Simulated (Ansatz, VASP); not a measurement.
One calculation of NiO2, two programs

```
Ni O
1.0
     2.79878    0.00000    0.00000
    -1.39939    2.42382    0.00000
     0.00000    0.00000    4.61827
Ni O
1 2
Cartesian
  0.0000 0.0000 2.3091
  1.3994 0.8079 3.2607
  0.0000 1.6159 1.3576
```

Alike in both runs: task relaxation of cell and atoms; functional PBEsol; k mesh 12 × 12 × 6; occupations gaussian, width 0.02 eV; no spin polarisation.

|  | VASP | Ansatz |
| --- | --- | --- |
| version | VASP 6.6.1 | Ansatz 0.2.0 |
| potentials or method | VASP PAW PBE potentials, release 64 (Ni, O), cutoff 600 eV | scalar-relativistic, plane waves, PAW |
| valence electrons in the cell | 22 | 30 |

Ansatz gave:

```
gap on the k mesh at the Fermi level, each at its own relaxed structure (eV) : 1.04
relaxed volume (Å³/atom)                                                     : 10.92
relaxed cell length with the largest relative difference (Å)                 : 4.879
```

Problem. Estimate VASP's values.

Solution. gap on the k mesh at the Fermi level, each at its own relaxed structure (eV): 0.91; relaxed volume (Å³/atom): 10.29; relaxed cell length with the largest relative difference (Å): 4.587.

VASP's potentials were made for PBE, not for PBEsol. One of these differences is far larger than is usual between the two programs; its cause wasn't traced. VASP's potentials hold 22 valence electrons a cell and Ansatz's 30, so a difference there can come from the potentials and not from the codes.
